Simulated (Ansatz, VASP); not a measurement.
# Ti in VASP and in Ansatz

INCAR

```
SYSTEM = Ti
ALGO = Fast
EDIFF = 1E-6
ENCUT = 520
GGA = PS
ISIF = 2
ISMEAR = 0
LASPH = .True.
LCHARG = .False.
LREAL = .False.
LWAVE = .False.
NBANDS = 25
NELM = 80
PREC = Accurate
SIGMA = 0.15
```

The input KPOINTS:

```
k-points
0
Gamma
  12 12 18
  0 0 0
```

POSCAR

```
Ti
1.0
    4.7410545669      0.0000000000      0.0000000000
   -2.3705272834      4.1058736957      0.0000000000
    0.0000000000      0.0000000000      2.7987936544
Ti
3
Direct
    0.0000000000      0.0000000000      0.0000000000
    0.3333333333      0.6666666667      0.5000000000
    0.6666666667      0.3333333333      0.5000000000
```

Input for Ansatz:

```yaml
crystal:
  lattice:
    - [4.7410545669, 0.0, 0.0]
    - [-2.3705272834, 4.1058736957, 0.0]
    - [0.0, 0.0, 2.7987936544]
  atoms:
    - { symbol: Ti, position: [0.0, 0.0, 0.0] }
    - { symbol: Ti, position: [0.3333333333, 0.6666666667, 0.5] }
    - { symbol: Ti, position: [0.6666666667, 0.3333333333, 0.5] }
basis:
  ecutwfc: 420
kpoints:
  mp_grid: { grid: [12, 12, 18] }
hamiltonian:
  xc: pbesol
scf:
  occupations: { method: gaussian, width: 0.15 }
output:
  forces: true
  stress: true
  eigenvalues: true
```

Change from the starting cell: strain +0.050 along x and y, +0.000 along z, atoms carried along.

Alike in both runs: task single point; functional PBEsol; k mesh 12 × 12 × 18; occupations gaussian, width 0.15 eV; no spin polarisation.

```csv
,VASP,Ansatz
version,VASP 6.6.1,Ansatz 0.2.0
potentials or method,"VASP PAW PBE potentials, release 64 (Ti_sv), cutoff 520 eV","scalar-relativistic, plane waves, PAW"
valence electrons in the cell,36,36
```

Ansatz gave:

| Property | Result |
| --- | --- |
| gap on the k mesh at the Fermi level (eV) | none |
| pressure (GPa) | -9.6 |
| traceless stress, the component that is largest in VASP (GPa) | 5.17 |

Q: Which values does VASP return?

A: gap on the k mesh at the Fermi level (eV): none; pressure (GPa): -9.7; traceless stress, the component that is largest in VASP (GPa): 5.15.

VASP's potentials were made for PBE, not for PBEsol. A gap of «none» marks a metal or a gap that the smearing closes. With one functional, cell and mesh, what is left measures potentials, basis and numerics.
